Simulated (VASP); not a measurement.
Here is a VASP 6.6.1 calculation.

File INCAR:

```
SYSTEM = Sr3C
  PREC = Accurate
  ENCUT = 520
  EDIFF = 1E-6
  ISMEAR = 0
  SIGMA = 0.1
  LREAL = .False.
  LASPH = .True.
  NELM = 60
  ALGO = Normal
  ISIF = 2
  LWAVE = .False.
  LCHARG = .False.
  GGA = PE
  NBANDS = 25
```

Contents of KPOINTS:

```
Automatic mesh
0
Gamma
  14 14 14
  0 0 0
```

POSCAR

```
Sr3C
1.0
   -2.4169087358      2.4169087358      5.1378820978
    2.4169087358     -2.4169087358      5.1378820978
    2.4169087358      2.4169087358     -5.1378820978
Sr C
3 1
Direct
    0.5000000000      0.5000000000      0.0000000000
    0.2500000000      0.7500000000      0.5000000000
    0.7500000000      0.2500000000      0.5000000000
    0.0000000000      0.0000000000      0.0000000000
```

Potentials or basis: VASP PAW PBE potentials, release 64 (Sr_sv, C).

The run is started by

```sh
$ cat potpaw_PBE.64/Sr_sv/POTCAR potpaw_PBE.64/C/POTCAR > POTCAR
$ mpirun -np 1 vasp_std > vasp.out
```

Problem. Estimate the band gap on the k mesh.

Solution. Zero (bands 17 and 18 overlap by 0.41 eV).

Problem. What does it give for the pressure?

Solution. 0.1 GPa.
